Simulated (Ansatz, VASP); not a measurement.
**GeW in VASP and in Ansatz**

```
Ge W
1.0
     3.14306    0.00000    0.00000
    -1.57153    2.72197    0.00000
     0.00000    0.00000    3.73562
Ge W
1 1
Direct
  0.66667 0.33333 0.00000
  0.00000 0.00000 0.50000
```

Change from the starting cell: species swapped into the RuRh type (P-6m2, No. 187).

Alike in both runs: functional PBE; k mesh 7 × 7 × 4; occupations gaussian, width 0.2 eV; no spin polarisation.

Ansatz relaxed the structure, and its values are those at the end. VASP's run is a single point on that final structure, the one shown.

|  | VASP | Ansatz |
| --- | --- | --- |
| version | VASP 6.6.1 | Ansatz 0.2.0 |
| potentials or method | VASP PAW PBE potentials, release 64 (Ge_d, W_sv), cutoff 500 eV | scalar-relativistic, plane waves, PAW |
| valence electrons in the cell | 28 | 28 |

```tsv
	VASP	Ansatz	Ansatz less VASP
gap on the k mesh at the Fermi level (eV)	none	none	-
pressure (GPa)	0.5	0.2	-0.29
```

A gap of «none» marks a metal or a gap that the smearing closes. With one functional, cell and mesh, what is left measures potentials, basis and numerics.

The k mesh is coarse, so the values compare programs but aren't converged. Spin-orbit coupling is off throughout.
